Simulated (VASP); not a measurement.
Wanted: the native input for a VASP 6.6.1 run.

* Task: single point
* Functional: PBE
* Potentials or basis: VASP PAW PBE potentials, release 64 (Al, Cu)
* Cutoff: 520 eV
* k mesh: 14 × 14 × 14
* Occupations: gaussian, width 0.15 eV
* Spin: no spin polarisation
* Dipole correction: no
* Further INCAR settings: ALGO = Fast; EDIFF = 1e-06; NBANDS = 16

The structure of Al2Cu lies in POSCAR:

```
Al2Cu
1.0
   -2.0446004822      2.0446004822      2.8914013846
    2.0446004822     -2.0446004822      2.8914013846
    2.0446004822      2.0446004822     -2.8914013846
Al Cu
2 1
Direct
    0.7500000000      0.2371001288      0.4871001288
    0.2500000000      0.7371001288      0.4871001288
    0.5000000000      0.5109545328      0.0109545328
```

This cell differs from its parent crystal: atoms displaced along several vibrational modes.

The input as run:

INCAR

```
PREC = Accurate ; ENCUT = 520
EDIFF = 1E-6 ; ISMEAR = 0
SIGMA = 0.15 ; LREAL = F
LASPH = T ; NELM = 80
ALGO = Fast ; ISIF = 2
LWAVE = F ; LCHARG = F
GGA = PE ; NBANDS = 16
```

KPOINTS

```
Automatic mesh
0
Gamma
  14 14 14
```

Potentials or basis: VASP PAW PBE potentials, release 64 (Al, Cu).

Command:

```bash
$ cat potpaw_PBE.64/Al/POTCAR potpaw_PBE.64/Cu/POTCAR > POTCAR
$ mpirun -np 1 vasp_std > vasp.out
```

It gave:

* Pressure: 0.7 GPa
* Largest force: 0.693 eV/Å
* Band gap on the k mesh: zero (an odd number of electrons rules out a gap without spin polarisation)

Caveat: the cell differs from its parent crystal (atoms displaced along several vibrational modes).

It took 11 min on 1 thread of Intel Xeon 8259CL, with other jobs on the host, peak memory 0.43 GiB.
